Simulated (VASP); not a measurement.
# Be (P6_3/mmc) in VASP: a series of runs

The runs below take Be through single point, with PBEsol.

Program: VASP 6.6.1. These are calculated values, not measurements. Logs are shortened: lines on timing, memory, paths and dates and some standing lists are left out, and cuts for length are marked.

### 1 The cell of the first run

Symmetry: P6_3/mmc, No. 194, hexagonal system. The conventional cell has a = 2.357 Å, b = 2.357 Å, c = 3.421 Å, α = 90.00°, β = 90.00°, γ = 120.00°. Be (site symmetry -6m2) has 12 Be at 2.19 to 2.36 Å within 2.9 Å.

### 2 Single point, PBEsol (strain +0.025 along x and y, -0.050 along z)

File INCAR:

```
PREC     = Accurate       # precision mode
ENCUT    = 520            # plane-wave cutoff, eV
EDIFF    = 1E-6           # SCF threshold, eV
ISMEAR   = 0              # smearing method
SIGMA    = 0.15           # smearing width, eV
LREAL    = False          # projectors in reciprocal space
LASPH    = True           # aspherical terms in the spheres
NELM     = 80             # most SCF steps
ALGO     = Normal         # electronic algorithm
ISIF     = 2              # what is computed and relaxed
LWAVE    = False          # write WAVECAR
LCHARG   = False          # write CHGCAR
GGA      = PS             # functional
NBANDS   = 9              # bands
```

File KPOINTS:

```
Automatic mesh
0
Gamma
  24 24 14
```

File POSCAR:

```
Be
1.0
    2.3569895345      0.0000000000      0.0000000000
   -1.1784947673      2.0412128133      0.0000000000
    0.0000000000      0.0000000000      3.4208550000
Be
2
Direct
    0.3333333333      0.6666666667      0.2500000000
    0.6666666667      0.3333333333      0.7500000000
```

Potentials or basis: VASP PAW PBE potentials, release 64 (Be).

Run with:

```console
> cat potpaw_PBE.64/Be/POTCAR > POTCAR
> mpirun -np 1 vasp_std > vasp.out
```

OUTCAR:

```text
PREC = Accurate
   ENCUT = 520
   EDIFF = 1E-6
   ISMEAR = 0
   LREAL = False
   LASPH = True
   NELM = 80
   ISIF = 2
   GGA = PS

 ion  position               nearest neighbor table
   1  0.333  0.667  0.250-   2 2.19   2 2.19   2 2.19   2 2.19   2 2.19   2 2.19
   2  0.667  0.333  0.750-   1 2.19   1 2.19   1 2.19   1 2.19   1 2.19   1 2.19

  LATTYP: Found a hexagonal cell.
 ALAT       =     2.3569895345
 C/A-ratio  =     1.4513662237

  Lattice vectors:

 A1 = (   2.3569895345,   0.0000000000,   0.0000000000)
 A2 = (  -1.1784947673,   2.0412128133,   0.0000000000)
 A3 = (   0.0000000000,   0.0000000000,   3.4208550000)

Analysis of symmetry for initial positions (statically):
=====================================================================
 Subroutine PRICEL returns:
 Original cell was already a primitive cell.

 Routine SETGRP: Setting up the symmetry group for a
 hexagonal supercell.

 Subroutine GETGRP returns: Found 24 space group operations
 (whereof 12 operations were pure point group operations)
 out of a pool of 24 trial point group operations.

The static configuration has the point symmetry D_3d.
 The point group associated with its full space group is D_6h.

Analysis of symmetry for dynamics (positions and initial velocities):
=====================================================================
 Subroutine PRICEL returns:
 Original cell was already a primitive cell.

 Routine SETGRP: Setting up the symmetry group for a
 hexagonal supercell.

 Subroutine GETGRP returns: Found 24 space group operations
 (whereof 12 operations were pure point group operations)
 out of a pool of 24 trial point group operations.

The dynamic configuration has the point symmetry D_3d.
 The point group associated with its full space group is D_6h.

 Subroutine INISYM returns: Found 24 space group operations
 (whereof 12 operations are pure point group operations),
 and found     1 'primitive' translations

----------------------------------------------------------------------------------------

                                     Primitive cell

  volume of cell :      16.4581

  direct lattice vectors                    reciprocal lattice vectors
     2.356989534  0.000000000  0.000000000     0.424270021  0.244952411  0.000000000
    -1.178494767  2.041212813  0.000000000     0.000000000  0.489904822  0.000000000
     0.000000000  0.000000000  3.420855000     0.000000000  0.000000000  0.292324580

[... 82 lines left out ...]
   NELM   =     80;   NELMIN=  2; NELMDL= -5     # of ELM steps
   EDIFF  = 0.1E-05   stopping-criterion for ELM
   LREAL  =      F    real-space projection
   EDIFFG = 0.1E-04   stopping-criterion for IOM
   NSW    =      0    number of steps for IOM
   IBRION =     -1    ionic relax: 0-MD 1-quasi-New 2-CG
   NFREE  =      0    steps in history (QN), initial steepest desc. (CG)
   ISIF   =      2    stress and relaxation
   ISYM   =      2    0-nonsym 1-usesym 2-fastsym
   POTIM  = 0.5000    time-step for ionic-motion
   TEBEG  =    0.0;   TEEND  =   0.0 temperature during run
   PSTRESS=    0.0 pullay stress
   NELECT =       4.0000    total number of electrons
   NUPDOWN=      -1.0000    fix difference up-down
   EMIN   =  10.00;   EMAX   =-10.00  energy-range for DOS
   EFERMI =   0.00;   METHOD = LEGACY
   ISMEAR =     0;   SIGMA  =   0.15  broadening in eV -4-tet -1-fermi 0-gaus
   EFERMI_NEDOS =   21; number of points for ismear=-14 and -15
   IALGO  =     38    algorithm
   IMIX   =      4    mixing-type and parameters
     AMIX     =   0.40;   BMIX     =  1.00
     AMIX_MAG =   1.60;   BMIX_MAG =  1.00
  volume/ion in A,a.u.               =       8.23        55.53
  Fermi-wavevector in a.u.,A,eV,Ry     =   1.021648  1.930635 14.201280  1.043765
  Thomas-Fermi vector in A             =   2.155284
   LORBIT       =      0    0 simple, 1 ext, 2 COOP (PROOUT), +10 PAW based schemes
   GGA     = PS    functional components
   LHFCALC =     F    Hartree Fock is set to
   AEXX    =    0.0000 exact exchange contribution
   IVDW    =     0    specifies the selected vdW correction
   LEPSILON=     F    determine dielectric tensor
   LRPA    =     F    only Hartree local field effects (RPA)
 non-spin polarized calculation
 Gauss-broadening in eV      SIGMA  =   0.15
  energy-cutoff  :      520.00
  volume of cell :       16.46
 maximum number of plane-waves:       468
 NGX is ok and might be reduce to    18
   NGX =  9   NGY =  9   NGZ = 13

 number of electron       4.0000000 magnetization

 Free energy of the ion-electron system (eV)
  ---------------------------------------------------
  ext. energy  EPLUGINS =         0.00000000
  ---------------------------------------------------
  free energy    TOTEN  =        -7.91891470 eV

  energy without entropy =       -7.91777624  energy(sigma->0) =       -7.91834547

 E-fermi :   6.5296     XC(G=0): -10.4736

 val. band max:        6.4549927799   @ k =   0.2917   0.1250   0.0714
 cond. band min:       6.5530285614   @ k =   0.2917   0.0417   0.0000
 fundamental gap:      0.0980357815
 Fermi energy:         6.5296260381

 k-point     1 :       0.0000    0.0000    0.0000
  band No.  band energies     occupation
      1      -4.4288      2.00000
      2       3.1831      2.00000
      3       9.0904      0.00000
      4      20.6055      0.00000
      5      20.6055      0.00000
      6      23.7937      0.00000
      7      23.7937      0.00000
      8      28.1610      0.00000
      9      31.7803      0.00000
[... 265 lines left out ...]
 k-point    24 :       0.4583    0.0417    0.0000
  band No.  band energies     occupation
      1       1.4282      2.00000
      2       3.4595      2.00000
      3      10.3341      0.00000
      4      13.6294      0.00000
      5      13.8323      0.00000
      6      14.2485      0.00000
      7      17.6223      0.00000
      8      23.2026      0.00000
      9      24.9348      0.00000

 [... further k-points ...]
[... 5 lines left out ...]
  --------------------------------------------------------------------------------------
  -------------------------------------------------------------------------------------
  Total       -1.1732317     -1.1732317      1.2098859      0.0000000     -0.0000000     -0.0000000
  in kB     -114.2125381   -114.2125381    117.7807673      0.0000000     -0.0000000     -0.0000000
  external PRESSURE =     -36.8814363 kB  Pullay stress =       0.0000000 kB

 VOLUME and BASIS-vectors are now :
 -----------------------------------------------------------------------------
  energy-cutoff  :      520.00
  volume of cell :       16.46
      direct lattice vectors                 reciprocal lattice vectors
     2.356989534  0.000000000  0.000000000     0.424270021  0.244952411  0.000000000
    -1.178494767  2.041212813  0.000000000     0.000000000  0.489904822  0.000000000
     0.000000000  0.000000000  3.420855000     0.000000000  0.000000000  0.292324580

 POSITION                                       TOTAL-FORCE (eV/Angst)
 -----------------------------------------------------------------------------------
     -0.00000      1.36081      0.85521         0.000000      0.000000      0.000000
      1.17849      0.68040      2.56564        -0.000000     -0.000000      0.000000
 -----------------------------------------------------------------------------------
    total drift:                                0.000000     -0.000000      0.000000

  FREE ENERGIE OF THE ION-ELECTRON SYSTEM (eV)
  ---------------------------------------------------
  free  energy   TOTEN  =        -7.9189146977 eV

  energy  without entropy=       -7.9177762388  energy(sigma->0) =       -7.91834547
```

Wall time 19 s (1 thread of AMD EPYC 9R45 (Zen 5), shared host); peak memory 0.14 GiB.

What came out:

| Property | Result |
| --- | --- |
| Free energy | -7.9189 eV |
| Pressure | -3.7 GPa |
| Band gap on the k mesh | zero (band 2 reaches 7.65 eV, above the bottom of band 3 at 5.21 eV) |

Levels at points of the mesh, in eV from the Fermi level:
| k point | band 1 | band 2 | band 3 | band 4 | band 5 | band 6 |
| --- | --- | --- | --- | --- | --- | --- |
| (0.00, 0.00, 0.00) | -10.96 | -3.35 | 2.56 | 14.08 | 14.08 | 17.26 |
| (0.50, 0.00, 0.00) | -4.99 | -3.28 | 3.91 | 6.90 | 7.67 | 8.02 |
| (0.00, 0.00, 0.50) | -8.59 | -8.59 | 12.98 | 12.98 | 16.02 | 16.02 |
| (0.50, 0.00, 0.50) | -3.47 | -3.47 | 1.42 | 1.42 | 10.93 | 10.93 |

Caveat: the cell differs from its parent crystal (strain +0.025 along x and y, -0.050 along z); the PAW data sets were made with another functional, which shifts forces and pressure a little.

### 3 Single point, PBEsol (strain +0.000 along x and y, +0.025 along z)

File INCAR:

```
SYSTEM = Be
  PREC = Accurate
  ENCUT = 520
  EDIFF = 1E-7
  ISMEAR = 0
  SIGMA = 0.15
  LREAL = .False.
  LASPH = .True.
  NELM = 60
  ALGO = Fast
  ISIF = 2
  LWAVE = .False.
  LCHARG = .True.
  GGA = PS
  LELF = .True.
  LVHAR = .True.
  NBANDS = 9
```

File KPOINTS:

```
Automatic mesh
0
Gamma
  24 24 14
  0 0 0
```

File POSCAR:

```
Be
1.0
    2.2995019849      0.0000000000      0.0000000000
   -1.1497509925      1.9914271350      0.0000000000
    0.0000000000      0.0000000000      3.6909225000
Be
2
Direct
    0.3333333333      0.6666666667      0.2500000000
    0.6666666667      0.3333333333      0.7500000000
```

Potentials or basis: VASP PAW PBE potentials, release 64 (Be).

Run with:

```console
> cat potpaw_PBE.64/Be/POTCAR > POTCAR
> mpirun -np 1 vasp_std > vasp.out
```

OUTCAR:

```text
SYSTEM = Be
   PREC = Accurate
   ENCUT = 520
   EDIFF = 1E-7
   ISMEAR = 0
   LREAL = .False.
   LASPH = .True.
   NELM = 60
   ISIF = 2
   GGA = PS

 ion  position               nearest neighbor table
   1  0.333  0.667  0.250-   2 2.27   2 2.27   2 2.27   2 2.27   2 2.27   2 2.27
   2  0.667  0.333  0.750-   1 2.27   1 2.27   1 2.27   1 2.27   1 2.27   1 2.27

  LATTYP: Found a hexagonal cell.
 ALAT       =     2.2995019849
 C/A-ratio  =     1.6050964619

  Lattice vectors:

 A1 = (   2.2995019849,   0.0000000000,   0.0000000000)
 A2 = (  -1.1497509925,   1.9914271350,   0.0000000000)
[... 470 lines left out ...]
      6      14.6460      0.00000
      7      16.8994      0.00000
      8      22.4569      0.00000
      9      25.5668      0.00000

 [... further k-points ...]
[... 5 lines left out ...]
  --------------------------------------------------------------------------------------
  -------------------------------------------------------------------------------------
  Total       -0.6089686     -0.6089686     -1.3446206      0.0000000     -0.0000000      0.0000000
  in kB      -57.7261144    -57.7261144   -127.4609706      0.0000000     -0.0000000      0.0000000
  external PRESSURE =     -80.9710665 kB  Pullay stress =       0.0000000 kB

 VOLUME and BASIS-vectors are now :
 -----------------------------------------------------------------------------
  energy-cutoff  :      520.00
  volume of cell :       16.90
      direct lattice vectors                 reciprocal lattice vectors
     2.299501985  0.000000000  0.000000000     0.434876772  0.251076221  0.000000000
    -1.149750993  1.991427135  0.000000000     0.000000000  0.502152443  0.000000000
     0.000000000  0.000000000  3.690922500     0.000000000  0.000000000  0.270934976

 POSITION                                       TOTAL-FORCE (eV/Angst)
 -----------------------------------------------------------------------------------
     -0.00000      1.32762      0.92273         0.000000     -0.000000      0.000000
      1.14975      0.66381      2.76819        -0.000000      0.000000      0.000000
 -----------------------------------------------------------------------------------
    total drift:                                0.000000     -0.000000      0.000000

  FREE ENERGIE OF THE ION-ELECTRON SYSTEM (eV)
  ---------------------------------------------------
  free  energy   TOTEN  =        -7.9594466065 eV

  energy  without entropy=       -7.9569159203  energy(sigma->0) =       -7.95818126
```

OSZICAR:

```text
N       E                     dE             d eps       ncg     rms          rms(c)
DAV:   1    -0.341653850612E+01   -0.34165E+01   -0.17693E+03  8856   0.364E+02
DAV:   2    -0.793861490515E+01   -0.45221E+01   -0.44152E+01 13636   0.522E+01
DAV:   3    -0.798666768932E+01   -0.48053E-01   -0.47883E-01  9921   0.361E+00
DAV:   4    -0.798673432393E+01   -0.66635E-04   -0.66631E-04 10847   0.148E-01
DAV:   5    -0.798673436361E+01   -0.39675E-07   -0.39739E-07  9697   0.332E-03    0.116E+00
RMM:   6    -0.796777349128E+01    0.18961E-01   -0.11561E-03  8991   0.360E-01    0.704E-01
RMM:   7    -0.795944057382E+01    0.83329E-02   -0.19055E-03  9236   0.366E-01    0.116E-02
RMM:   8    -0.795944603958E+01   -0.54658E-05   -0.84401E-05  9728   0.911E-02    0.478E-03
RMM:   9    -0.795944737563E+01   -0.13360E-05   -0.48026E-06 10363   0.162E-02    0.154E-03
RMM:  10    -0.795944684600E+01    0.52962E-06   -0.29530E-07  9959   0.501E-03    0.577E-04
RMM:  11    -0.795944662763E+01    0.21837E-06   -0.33480E-08  9067   0.158E-03    0.123E-04
RMM:  12    -0.795944660646E+01    0.21170E-07   -0.31803E-09  7306   0.649E-04
   1 F= -.79594466E+01 E0= -.79581813E+01  d E =-.253069E-02
```

stdout:

```text
POSCAR found type information on POSCAR Be
 POSCAR found :  1 types and       2 ions
 scaLAPACK will be used
 -----------------------------------------------------------------------------
|                                                                             |
|                                                                             |
|     You enforced a specific xc type in the INCAR file but a different       |
|     I HOPE YOU KNOW WHAT YOU ARE DOING!                                     |
|                                                                             |
 -----------------------------------------------------------------------------

 LDA part: xc-table for (Slater+PW92), standard interpolation
 POSCAR, INCAR and KPOINTS ok, starting setup
 FFT: planning ... GRIDC
 FFT: planning ... GRID_SOFT
 FFT: planning ... GRID
 WAVECAR not read
 entering main loop
```

Wall time 31 s (1 thread of AMD EPYC 9R45 (Zen 5), shared host); peak memory 0.14 GiB.

What came out:

* Free energy: -7.9594 eV
* Pressure: -8.1 GPa
* Band gap on the k mesh: zero (band 2 reaches 7.42 eV, above the bottom of band 3 at 5.54 eV)

Stress tensor (GPa, compression positive):
```
 -5.77   0.00   0.00
  0.00  -5.77   0.00
  0.00   0.00 -12.75
```

Levels at points of the mesh, in eV from the Fermi level:
```csv
k point,band 1,band 2,band 3,band 4,band 5
"(0.00, 0.00, 0.00)",-11.03,-4.44,0.54,15.50,15.50
"(0.50, 0.00, 0.00)",-4.77,-3.04,3.39,6.05,6.13
"(0.00, 0.00, 0.50)",-8.98,-8.98,9.58,9.58,16.98
"(0.50, 0.00, 0.50)",-3.47,-3.47,1.39,1.39,11.59
```

Caveat: the cell differs from its parent crystal (strain +0.000 along x and y, +0.025 along z); the PAW data sets were made with another functional, which shifts forces and pressure a little.

### 4 Single point, PBEsol (strain +0.025 along x and y, -0.025 along z)

File INCAR:

```
SYSTEM = Be
ALGO = Fast
EDIFF = 1E-6
ENCUT = 520
GGA = PS
ISIF = 2
ISMEAR = 0
LASPH = .True.
LCHARG = .False.
LREAL = .False.
LWAVE = .False.
NBANDS = 9
NELM = 80
PREC = Accurate
SIGMA = 0.15
```

File KPOINTS:

```
k-points
0
Gamma
  24 24 14
  0 0 0
```

File POSCAR:

```
Be
1.0
    2.3569895345      0.0000000000      0.0000000000
   -1.1784947673      2.0412128133      0.0000000000
    0.0000000000      0.0000000000      3.5108775000
Be
2
Direct
    0.3333333333      0.6666666667      0.2500000000
    0.6666666667      0.3333333333      0.7500000000
```

Run with:

```console
> cat potpaw_PBE.64/Be/POTCAR > POTCAR
> mpirun -np 1 vasp_std > vasp.out
```

It took 27 s on 1 thread of AMD EPYC 9R45 (Zen 5), shared host; peak memory 0.14 GiB.

It converged, with:

```
Free energy            : -7.9382 eV
Pressure               : -7.0 GPa
Band gap on the k mesh : zero (band 2 reaches 7.38 eV, above the bottom of band 3 at 5.16 eV)
```

Stress tensor (GPa, compression positive):
```
-11.84   0.00   0.00
  0.00 -11.84   0.00
  0.00   0.00   2.67
```

Levels at points of the mesh, in eV from the Fermi level:
| k point | band 1 | band 2 | band 3 | band 4 | band 5 | band 6 | band 7 |
| --- | --- | --- | --- | --- | --- | --- | --- |
| (0.00, 0.00, 0.00) | -10.84 | -3.57 | 1.99 | 14.26 | 14.26 | 17.27 | 17.27 |
| (0.50, 0.00, 0.00) | -4.83 | -3.16 | 3.73 | 6.63 | 7.13 | 8.24 | 10.10 |
| (0.00, 0.00, 0.50) | -8.58 | -8.58 | 11.92 | 11.92 | 16.05 | 16.05 | 16.05 |
| (0.50, 0.00, 0.50) | -3.39 | -3.39 | 1.37 | 1.37 | 10.97 | 10.97 | 15.63 |

Caveat: the cell differs from its parent crystal (strain +0.025 along x and y, -0.025 along z); the PAW data sets were made with another functional, which shifts forces and pressure a little.

### 5 Single point, PBEsol (strain +0.000 along x and y, +0.050 along z)

File INCAR:

```
PREC = Accurate ; ENCUT = 520
EDIFF = 1E-6 ; ISMEAR = 0
SIGMA = 0.15 ; LREAL = F
LASPH = T ; NELM = 80
ALGO = Normal ; ISIF = 2
LWAVE = F ; LCHARG = F
GGA = PS ; NBANDS = 9
```

File KPOINTS:

```
Automatic mesh
0
Gamma
  24 24 14
```

File POSCAR:

```
Be
1.0
    2.2995019849      0.0000000000      0.0000000000
   -1.1497509925      1.9914271350      0.0000000000
    0.0000000000      0.0000000000      3.7809450000
Be
2
Direct
    0.3333333333      0.6666666667      0.2500000000
    0.6666666667      0.3333333333      0.7500000000
```

Run with:

```console
> cat potpaw_PBE.64/Be/POTCAR > POTCAR
> mpirun -np 1 vasp_std > vasp.out
```

Run time: 24 s. Hardware: 1 thread of AMD EPYC 9R45 (Zen 5), shared host; peak memory 0.14 GiB.

It converged, with:

| Item | Value |
| --- | --- |
| Free energy | -7.9178 eV |
| Pressure | -10.3 GPa |
| Band gap on the k mesh | zero (band 2 reaches 7.18 eV, above the bottom of band 3 at 5.49 eV) |

Stress tensor (GPa, compression positive):
```
 -5.89   0.00   0.00
  0.00  -5.89   0.00
  0.00   0.00 -19.22
```

Levels at points of the mesh, in eV from the Fermi level:
```
           k point  band 1  band 2  band 3  band 4  band 5  band 6
(0.00, 0.00, 0.00)  -10.97   -4.62    0.01   15.59   15.59   18.03
(0.50, 0.00, 0.00)   -4.69   -3.00    3.25    5.58    5.90    8.96
(0.00, 0.00, 0.50)   -9.00   -9.00    8.68    8.68   16.95   16.95
(0.50, 0.00, 0.50)   -3.44   -3.44    1.32    1.32   11.57   11.57
```

Caveat: the cell differs from its parent crystal (strain +0.000 along x and y, +0.050 along z); the PAW data sets were made with another functional, which shifts forces and pressure a little.

### 6 Overview

```csv
cell,gap on the mesh (eV),pressure (GPa)
"a = 2.357, b = 2.357, c = 3.421 Å, angles 90.0, 90.0, 120.0°, 2 atoms",none,-3.7
"a = 2.300, b = 2.300, c = 3.691 Å, angles 90.0, 90.0, 120.0°, 2 atoms",none,-8.1
"a = 2.357, b = 2.357, c = 3.511 Å, angles 90.0, 90.0, 120.0°, 2 atoms",none,-7.0
"a = 2.300, b = 2.300, c = 3.781 Å, angles 90.0, 90.0, 120.0°, 2 atoms",none,-10.3
```

Alike in all rows: task single point; level PBEsol; potentials or basis VASP PAW PBE potentials, release 64 (Be); no spin polarisation; k mesh 24 × 24 × 14; cutoff (eV) 520; smearing gaussian 0.15 eV.

Caveats: the PAW data sets were made with another functional, which shifts forces and pressure a little.

Total energies depend on the potentials used, so only differences within one code and one set of settings carry meaning.
